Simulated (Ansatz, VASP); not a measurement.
One calculation of BiSb2O2, two programs

```
Sb Bi O
1.0
     4.17861    0.00000    0.00000
     0.00000    4.17861    0.00000
     0.00000    0.00000    6.48257
Sb Bi O
2 1 2
Direct
  0.50000 0.50000 0.50000
  0.00000 0.00000 0.00000
  0.50000 0.50000 0.00000
  0.00000 0.00000 0.69085
  0.00000 0.00000 0.30915
```

Alike in both runs: functional PBE; k mesh 4 × 4 × 4; occupations gaussian, width 0.1 eV; no spin polarisation.

Ansatz relaxed the structure, and its values are those at the end. VASP's run is a single point on that final structure, the one shown.

```csv
,VASP,Ansatz
version,VASP 6.6.1,Ansatz 0.2.0
potentials or method,"VASP PAW PBE potentials, release 64 (Sb, Bi_d, O), cutoff 520 eV","scalar-relativistic, plane waves, PAW"
valence electrons in the cell,37,57
```

|  | VASP | Ansatz | Ansatz less VASP |
| --- | --- | --- | --- |
| gap on the k mesh at the Fermi level (eV) | none | none | - |
| pressure (GPa) | -0.2 | -0.1 | +0.03 |
| rms of the force components (eV/Å) | 0.015 | 0.013 | -0.0022 |

A gap of «none» marks a metal or a gap that the smearing closes. VASP's potentials hold 37 valence electrons a cell and Ansatz's 57, so a difference there can come from the potentials and not from the codes.

The k mesh is coarse, so the values compare programs but aren't converged. Neither program's run includes spin-orbit coupling.
